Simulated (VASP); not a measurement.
# MgO: single point with LDA

MgO:

```
CELL_PARAMETERS angstrom
2.93802 0.00000 0.00000
-1.46901 2.54440 0.00000
0.00000 0.00000 2.67968
ATOMIC_POSITIONS crystal
Mg 0.00000 0.00000 0.00000
O 0.33333 0.66667 0.50000
```

- Program: VASP 6.6.1
- Task: single point
- Functional: LDA
- Potentials or basis: VASP PAW LDA potentials, release 64 (Mg, O)
- Cutoff: 520 eV
- k mesh: 10 × 10 × 10
- Occupations: gaussian, width 0.05 eV
- Spin: no spin polarisation
- Dipole correction: no
- Further INCAR settings: ALGO = Normal; EDIFF = 1e-07; NBANDS = 11

The pressure is -11.0 GPa and the band gap on the k mesh is 2.95 eV, indirect (least direct gap 3.35 eV).

Stress tensor (GPa, compression positive):
```
-10.44   0.00   0.00
  0.00 -10.44   0.00
  0.00   0.00 -12.03
```

Levels at points of the mesh, in eV from the valence-band top:
| k point | band 2 | band 3 | band 4 | band 5 | band 6 | band 7 |
| --- | --- | --- | --- | --- | --- | --- |
| (0.00, 0.00, 0.00) | -0.60 | -0.60 | -0.40 | 2.95 | 11.64 | 15.30 |
| (0.50, 0.00, 0.00) | -4.94 | -1.32 | -0.04 | 6.45 | 10.36 | 12.89 |
| (0.00, 0.00, 0.50) | -5.42 | -0.08 | -0.08 | 8.15 | 8.87 | 17.31 |
| (0.50, 0.00, 0.50) | -3.75 | -3.39 | -0.82 | 5.63 | 11.21 | 13.72 |

Run time: 9.5 s on 1 thread of Intel Xeon 6975P-C (shared host), peak memory 0.14 GiB.

A k mesh can miss the band edges. Expect the measured gap to be larger: semilocal functionals such as LDA lack the derivative discontinuity.
